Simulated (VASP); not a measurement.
# Al2BSe (P-3m1) in VASP: notebook

The runs below take Al2BSe through single point, relaxation of cell and atoms, with PBE.

Everything below comes from runs of VASP 6.6.1. Logs are shortened: lines on timing, memory, paths and dates and some standing lists are left out, and cuts for length are marked.

### 1 The cell of the first run

It takes space group P-3m1 (No. 164, trigonal). Conventional cell: a = 3.544 Å, b = 3.544 Å, c = 5.647 Å, α = 90.00°, β = 90.00°, γ = 120.00°. Al (site symmetry 3m) has 3 B at 2.25 Å and 3 Se at 2.78 Å and 3 Al at 2.79 Å within 3.0 Å. Within 3.0 Å of B (site symmetry -3m) lie 6 Al at 2.25 Å and 2 Se at 2.82 Å. Se (site symmetry -3m) has 6 Al at 2.78 Å and 2 B at 2.82 Å and 6 Se at 3.54 Å within 3.7 Å.

### 2 Single point, PBE

Input file INCAR:

```
SYSTEM = Al2BSe
  PREC = Accurate
  ENCUT = 520
  EDIFF = 1E-6
  ISMEAR = 0
  SIGMA = 0.1
  LREAL = .False.
  LASPH = .True.
  NELM = 60
  ALGO = Normal
  ISIF = 2
  LWAVE = .False.
  LCHARG = .False.
  GGA = PE
  NBANDS = 16
```

Input file KPOINTS:

```
Automatic mesh
0
Gamma
  15 15 8
  0 0 0
```

Input file POSCAR:

```
Al2BSe
1.0
    3.5438321916      0.0000000000      0.0000000000
   -1.7719160958      3.0690487047      0.0000000000
    0.0000000000      0.0000000000      5.6465646402
Al B Se
2 1 1
Direct
    0.3333333333      0.6666666667      0.8322080083
    0.6666666667      0.3333333333      0.1677919917
    0.0000000000      0.0000000000      0.0000000000
    0.0000000000      0.0000000000      0.5000000000
```

Potentials or basis: VASP PAW PBE potentials, release 64 (Al, B, Se).

Launch:

```console
cat potpaw_PBE.64/Al/POTCAR potpaw_PBE.64/B/POTCAR potpaw_PBE.64/Se/POTCAR > POTCAR
mpirun -np 1 vasp_std > vasp.out
```

OUTCAR:

```text
SYSTEM = Al2BSe
   PREC = Accurate
   ENCUT = 520
   EDIFF = 1E-6
   ISMEAR = 0
   LREAL = .False.
   LASPH = .True.
   NELM = 60
   ISIF = 2
   GGA = PE

 ion  position               nearest neighbor table
   1  0.333  0.667  0.832-   3 2.25   3 2.25   3 2.25   4 2.78   4 2.78   4 2.78   2 2.79   2 2.79
                             2 2.79
   2  0.667  0.333  0.168-   3 2.25   3 2.25   3 2.25   4 2.78   4 2.78   4 2.78   1 2.79   1 2.79
                             1 2.79
   3  0.000  0.000  0.000-   1 2.25   2 2.25   2 2.25   1 2.25   2 2.25   1 2.25
   4  0.000  0.000  0.500-   1 2.78   2 2.78   2 2.78   1 2.78   2 2.78   1 2.78

  LATTYP: Found a hexagonal cell.
 ALAT       =     3.5438321916
 C/A-ratio  =     1.5933498921

  Lattice vectors:

 A1 = (   3.5438321916,   0.0000000000,   0.0000000000)
 A2 = (  -1.7719160958,   3.0690487047,   0.0000000000)
 A3 = (   0.0000000000,   0.0000000000,   5.6465646402)

Analysis of symmetry for initial positions (statically):
=====================================================================
 Subroutine PRICEL returns:
 Original cell was already a primitive cell.

 Routine SETGRP: Setting up the symmetry group for a
 hexagonal supercell.

 Subroutine GETGRP returns: Found 12 space group operations
 (whereof 12 operations were pure point group operations)
 out of a pool of 24 trial point group operations.

The static configuration has the point symmetry D_3d.

Analysis of symmetry for dynamics (positions and initial velocities):
=====================================================================
 Subroutine PRICEL returns:
 Original cell was already a primitive cell.

 Routine SETGRP: Setting up the symmetry group for a
 hexagonal supercell.

 Subroutine GETGRP returns: Found 12 space group operations
 (whereof 12 operations were pure point group operations)
 out of a pool of 24 trial point group operations.

The dynamic configuration has the point symmetry D_3d.

 Subroutine INISYM returns: Found 12 space group operations
 (whereof 12 operations are pure point group operations),
 and found     1 'primitive' translations

----------------------------------------------------------------------------------------

                                     Primitive cell

  volume of cell :      61.4131

  direct lattice vectors                    reciprocal lattice vectors
     3.543832192  0.000000000  0.000000000     0.282180404  0.162916932  0.000000000
    -1.771916096  3.069048705  0.000000000     0.000000000  0.325833865  0.000000000
     0.000000000  0.000000000  5.646564640     0.000000000  0.000000000  0.177098832

  length of vectors
     3.543832192  3.543832192  5.646564640     0.325833865  0.325833865  0.177098832

  position of ions in fractional coordinates (direct lattice)
     0.333333333  0.666666667  0.832208008
     0.666666667  0.333333333  0.167791992
     0.000000000  0.000000000  0.000000000
     0.000000000  0.000000000  0.500000000

  ion indices of the primitive-cell ions
   primitive index   ion index
                 1           1
                 2           2
                 3           3
                 4           4

----------------------------------------------------------------------------------------

 KPOINTS: Automatic mesh

Automatic generation of k-mesh.
 Grid dimensions read from file:
 generate k-points for:   15   15    8

 Generating k-lattice:

  Cartesian coordinates                     Fractional coordinates (reciprocal lattice)
     0.018812027  0.010861129  0.000000000     0.066666667  0.000000000  0.000000000
     0.000000000  0.021722258  0.000000000     0.000000000  0.066666667  0.000000000
     0.000000000  0.000000000  0.022137354     0.000000000  0.000000000  0.125000000

  Length of vectors
     0.021722258  0.021722258  0.022137354

  Shift w.r.t. Gamma in fractional coordinates (k-lattice)
     0.000000000  0.000000000  0.000000000

 Subroutine IBZKPT returns following result:
 ===========================================

 Found    192 irreducible k-points:

 Following reciprocal coordinates:
            Coordinates               Weight
  0.000000  0.000000  0.000000      1.000000
  0.066667  0.000000  0.000000      6.000000
  0.133333  0.000000  0.000000      6.000000
  0.200000  0.000000  0.000000      6.000000
  0.266667  0.000000  0.000000      6.000000
  0.333333  0.000000  0.000000      6.000000
[... 16 lines left out ...]
  0.333333  0.200000  0.000000     12.000000
  0.400000  0.200000  0.000000      6.000000
 [... further k-points ...]
   k-points           NKPTS =    192   k-points in BZ     NKDIM =    192   number of bands    NBANDS=     16
   number of dos      NEDOS =    301   number of ions     NIONS =      4
   total plane-waves  NPLWV =  32928
   dimension x,y,z NGX =    28 NGY =   28 NGZ =   42
   dimension x,y,z NGXF=    56 NGYF=   56 NGZF=   84
   ions per type =               2   1   1
   NGX,Y,Z   is equivalent  to a cutoff of  13.14, 13.14, 12.37 a.u.
   NGXF,Y,Z  is equivalent  to a cutoff of  26.27, 26.27, 24.73 a.u.
 SYSTEM =  Al2BSe
   PREC   = accura    normal or accurate (medium, high low for compatibility)
   ISTART =      0    job   : 0-new  1-cont  2-samecut
   ICHARG =      2    charge: 1-file 2-atom 10-const
   ISPIN  =      1    spin polarized calculation?
   LNONCOLLINEAR =      F non collinear calculations
   LSORBIT =      F    spin-orbit coupling
   LASPH  =      T    aspherical Exc in radial PAW
   ENCUT  =  520.0 eV  38.22 Ry    6.18 a.u.   6.59  6.59 10.50*2*pi/ulx,y,z
   NELM   =     60;   NELMIN=  2; NELMDL= -5     # of ELM steps
   EDIFF  = 0.1E-05   stopping-criterion for ELM
   LREAL  =      F    real-space projection
   EDIFFG = 0.1E-04   stopping-criterion for IOM
   NSW    =      0    number of steps for IOM
   IBRION =     -1    ionic relax: 0-MD 1-quasi-New 2-CG
   NFREE  =      0    steps in history (QN), initial steepest desc. (CG)
   ISIF   =      2    stress and relaxation
   ISYM   =      2    0-nonsym 1-usesym 2-fastsym
   POTIM  = 0.5000    time-step for ionic-motion
   TEBEG  =    0.0;   TEEND  =   0.0 temperature during run
   PSTRESS=    0.0 pullay stress
   NELECT =      15.0000    total number of electrons
   NUPDOWN=      -1.0000    fix difference up-down
   EMIN   =  10.00;   EMAX   =-10.00  energy-range for DOS
   EFERMI =   0.00;   METHOD = LEGACY
   ISMEAR =     0;   SIGMA  =   0.10  broadening in eV -4-tet -1-fermi 0-gaus
   EFERMI_NEDOS =   21; number of points for ismear=-14 and -15
   IALGO  =     38    algorithm
   IMIX   =      4    mixing-type and parameters
     AMIX     =   0.40;   BMIX     =  1.00
     AMIX_MAG =   1.60;   BMIX_MAG =  1.00
  volume/ion in A,a.u.               =      15.35       103.61
  Fermi-wavevector in a.u.,A,eV,Ry     =   1.023336  1.933824 14.248241  1.047216
  Thomas-Fermi vector in A             =   2.157064
   LORBIT       =      0    0 simple, 1 ext, 2 COOP (PROOUT), +10 PAW based schemes
   GGA     = PE    functional components
   LHFCALC =     F    Hartree Fock is set to
   AEXX    =    0.0000 exact exchange contribution
   IVDW    =     0    specifies the selected vdW correction
   LEPSILON=     F    determine dielectric tensor
   LRPA    =     F    only Hartree local field effects (RPA)
 non-spin polarized calculation
 Gauss-broadening in eV      SIGMA  =   0.10
  energy-cutoff  :      520.00
  volume of cell :       61.41
 maximum number of plane-waves:      1701
 NGX is ok and might be reduce to    28
   NGX = 13   NGY = 13   NGZ = 21

 number of electron      15.0000000 magnetization

 Free energy of the ion-electron system (eV)
  ---------------------------------------------------
  ext. energy  EPLUGINS =         0.00000000
  ---------------------------------------------------
  free energy    TOTEN  =       -17.48354225 eV

  energy without entropy =      -17.47643377  energy(sigma->0) =      -17.47998801

 E-fermi :   6.8883     XC(G=0): -10.3516

 val. band max:        6.8841657380   @ k =   0.1333   0.0000   0.2500
 cond. band min:       6.8907624543   @ k =  -0.2000  -0.4667   0.3750
 fundamental gap:      0.0065967162
 Fermi energy:         6.8882782011

 k-point     1 :       0.0000    0.0000    0.0000
  band No.  band energies     occupation
      1      -7.8796      2.00000
      2      -3.2811      2.00000
      3      -0.7683      2.00000
      4       5.4845      2.00000
      5       5.4845      2.00000
      6       7.6175      0.00000
[... 8 lines left out ...]
     15      14.4650      0.00000
     16      14.4650      0.00000

 k-point     2 :       0.0667    0.0000    0.0000
  band No.  band energies     occupation
      1      -7.8336      2.00000
      2      -3.2270      2.00000
      3      -0.7105      2.00000
      4       5.0213      2.00000
      5       5.3770      2.00000
      6       7.2665      0.00000
[... 8 lines left out ...]
     15      14.2540      0.00000
     16      14.9100      0.00000

 k-point     3 :       0.1333    0.0000    0.0000
  band No.  band energies     occupation
      1      -7.6988      2.00000
      2      -3.0663      2.00000
      3      -0.5391      2.00000
      4       4.0318      2.00000
      5       5.1036      2.00000
      6       6.4460      2.00000
[... 8 lines left out ...]
     15      13.8917      0.00000
     16      14.5416      0.00000

 k-point     4 :       0.2000    0.0000    0.0000
  band No.  band energies     occupation
      1      -7.4853      2.00000
      2      -2.8035      2.00000
      3      -0.2614      2.00000
      4       2.9223      2.00000
      5       4.7613      2.00000
      6       5.4446      2.00000
[... 8 lines left out ...]
     15      13.3622      0.00000
     16      14.3659      0.00000

 k-point     5 :       0.2667    0.0000    0.0000
  band No.  band energies     occupation
      1      -7.2131      2.00000
      2      -2.4483      2.00000
      3       0.1050      2.00000
      4       1.8564      2.00000
      5       4.4247      2.00000
      6       4.4282      2.00000
[... 8 lines left out ...]
     15      14.0211      0.00000
     16      14.8338      0.00000

 k-point     6 :       0.3333    0.0000    0.0000
  band No.  band energies     occupation
      1      -6.9169      2.00000
      2      -2.0191      2.00000
      3       0.4934      2.00000
      4       0.9527      2.00000
      5       3.4857      2.00000
      6       4.1514      2.00000
[... 8 lines left out ...]
     15      15.1667      0.00000
     16      15.7106      0.00000
[... 267 lines left out ...]
 k-point    21 :       0.2000    0.2000    0.0000
  band No.  band energies     occupation
      1      -6.8482      2.00000
      2      -1.9149      2.00000
      3       0.6335      2.00000
      4       1.2847      2.00000
      5       2.6507      2.00000
      6       3.8357      2.00000
[... 8 lines left out ...]
     15      16.2623      0.00000
     16      16.5610      0.00000

 k-point    22 :       0.2667    0.2000    0.0000
  band No.  band energies     occupation
      1      -6.5995      2.00000
      2      -1.4665      2.00000
      3       0.7197      2.00000
      4       1.0472      2.00000
      5       2.0792      2.00000
      6       3.2632      2.00000
[... 8 lines left out ...]
     15      16.4797      0.00000
     16      16.9012      0.00000

 k-point    23 :       0.3333    0.2000    0.0000
  band No.  band energies     occupation
      1      -6.4128      2.00000
      2      -0.9784      2.00000
      3       0.1510      2.00000
      4       1.3844      2.00000
      5       1.7959      2.00000
      6       2.7901      2.00000
[... 8 lines left out ...]
     15      16.5249      0.00000
     16      16.5710      0.00000

 k-point    24 :       0.4000    0.2000    0.0000
  band No.  band energies     occupation
      1      -6.3425      2.00000
      2      -0.5749      2.00000
      3      -0.2857      2.00000
      4       1.5416      2.00000
      5       1.7113      2.00000
      6       2.5929      2.00000
[... 8 lines left out ...]
     15      16.0941      0.00000
     16      16.6528      0.00000

 [... further k-points ...]

------------------------ aborting loop because EDIFF is reached ----------------------------------------

  FORCE on cell =-STRESS in cart. coord.  units (eV):
  Direction    XX          YY          ZZ          XY          YZ          ZX
  --------------------------------------------------------------------------------------
  -------------------------------------------------------------------------------------
  Total        0.0072181      0.0072181      0.0113025     -0.0000000     -0.0000000      0.0000000
  in kB        0.1883106      0.1883106      0.2948654     -0.0000000     -0.0000000      0.0000000
  external PRESSURE =       0.2238289 kB  Pullay stress =       0.0000000 kB

 VOLUME and BASIS-vectors are now :
 -----------------------------------------------------------------------------
  energy-cutoff  :      520.00
  volume of cell :       61.41
      direct lattice vectors                 reciprocal lattice vectors
     3.543832192  0.000000000  0.000000000     0.282180404  0.162916932  0.000000000
    -1.771916096  3.069048705  0.000000000     0.000000000  0.325833865  0.000000000
     0.000000000  0.000000000  5.646564640     0.000000000  0.000000000  0.177098832

 POSITION                                       TOTAL-FORCE (eV/Angst)
 -----------------------------------------------------------------------------------
     -0.00000      2.04603      4.69912         0.000000      0.000000      0.008248
      1.77192      1.02302      0.94745        -0.000000     -0.000000     -0.008248
      0.00000      0.00000      0.00000        -0.000000      0.000000     -0.000000
      0.00000      0.00000      2.82328        -0.000000      0.000000     -0.000000
 -----------------------------------------------------------------------------------
    total drift:                               -0.000000      0.000000     -0.000000

  FREE ENERGIE OF THE ION-ELECTRON SYSTEM (eV)
  ---------------------------------------------------
  free  energy   TOTEN  =       -17.4835422528 eV

  energy  without entropy=      -17.4764337696  energy(sigma->0) =      -17.47998801
```

Run time: 67 s. Hardware: 1 thread of Intel Xeon 6975P-C (Granite Rapids), shared host; peak memory 0.31 GiB.

Results:

```yaml
Free_energy: -17.4835 eV
Pressure: 0.0 GPa
Largest_force: 0.008 eV/Å
Band_gap_on_the_k_mesh: zero (an odd number of electrons rules out a gap without spin polarisation)
```

Forces on the atoms (eV/Å):
```
Al   0.000  0.000  0.008
Al   0.000  0.000 -0.008
B    0.000  0.000  0.000
Se   0.000  0.000  0.000
```

### 3 Relaxation of cell and atoms, PBE

Input file INCAR:

```
PREC = Accurate
ENCUT = 600
EDIFF = 1E-6
ISMEAR = 0
SIGMA = 0.1
LREAL = False
LASPH = True
NELM = 60
ALGO = Normal
ISIF = 3
LWAVE = False
LCHARG = False
GGA = PE
IBRION = 2
NSW = 100
EDIFFG = -0.01
```

Input file KPOINTS:

```
regular mesh
0
Gamma
  15 15 8
```

Input file POSCAR:

```
Al2BSe
1.0
    3.5639072032      0.0000000000      0.0000000000
   -1.7819536016      3.0864341747      0.0000000000
    0.0000000000      0.0000000000      5.5852339070
Al B Se
2 1 1
Direct
    0.3333333333      0.6666666667      0.8330611635
    0.6666666667      0.3333333333      0.1669388365
    0.0000000000      0.0000000000      0.0000000000
    0.0000000000      0.0000000000      0.5000000000
```

Potentials or basis: VASP PAW PBE potentials, release 64 (Al, B, Se).

Launch:

```console
cat potpaw_PBE.64/Al/POTCAR potpaw_PBE.64/B/POTCAR potpaw_PBE.64/Se/POTCAR > POTCAR
mpirun -np 1 vasp_std > vasp.out
```

Run time: 2.2 min. Hardware: 1 thread of Intel Xeon 6975P-C (Granite Rapids), shared host; peak memory 0.35 GiB.

It converged, with:

- Free energy: -17.4843 eV
- Relaxed volume: 15.35 Å³/atom
- Relaxed cell: a = 3.543 Å, b = 3.543 Å, c = 5.648 Å, α = 90.00°, β = 90.00°, γ = 120.00°
- Space group after relaxing (to 0.1 Å): P-3m1 (No. 164)
- Energy gained by relaxing: 1.3 meV/atom
- Ionic steps: 6
- Pressure after relaxing: 0.0 GPa
- Band gap on the k mesh: zero (an odd number of electrons rules out a gap without spin polarisation)

Forces on the atoms (eV/Å):
```
Al   0.000  0.000 -0.002
Al   0.000  0.000  0.002
B    0.000  0.000  0.000
Se   0.000  0.000  0.000
```

Step by step:
| step | energy change (eV) | largest force (eV/Å) | pressure (GPa) | volume (Å³) |
| --- | --- | --- | --- | --- |
| 1 | 0.0000 | 0.0586 | 0.06 | 61.44 |
| 2 | -0.0048 | 0.0145 | -0.07 | 61.48 |
| 3 | -0.0052 | 0.0002 | -0.11 | 61.50 |
| 4 | -0.0052 | 0.0013 | -0.12 | 61.50 |
| 5 | -0.0052 | 0.0022 | -0.12 | 61.51 |
| 6 | -0.0052 | 0.0021 | 0.05 | 61.39 |

Final structure:
```xyz
4
Lattice="3.5429 0.0000 0.0000 -1.7714 3.0682 0.0000 0.0000 0.0000 5.6478" Properties=species:S:1:pos:R:3 pbc="T T T"
Al    0.0000    2.0455    4.7009
Al    1.7714    1.0227    0.9470
B     3.5429    0.0000    0.0000
Se    3.5429    0.0000    2.8239
```

Levels at points of the mesh, in eV from the Fermi level:
```csv
k point,band 6,band 7,band 8,band 9,band 10,band 11
"(0.00, 0.00, 0.00)",0.73,0.73,2.00,2.04,3.58,3.58
"(0.00, 0.00, 0.50)",-0.84,-0.23,-0.23,2.87,4.02,4.02
```
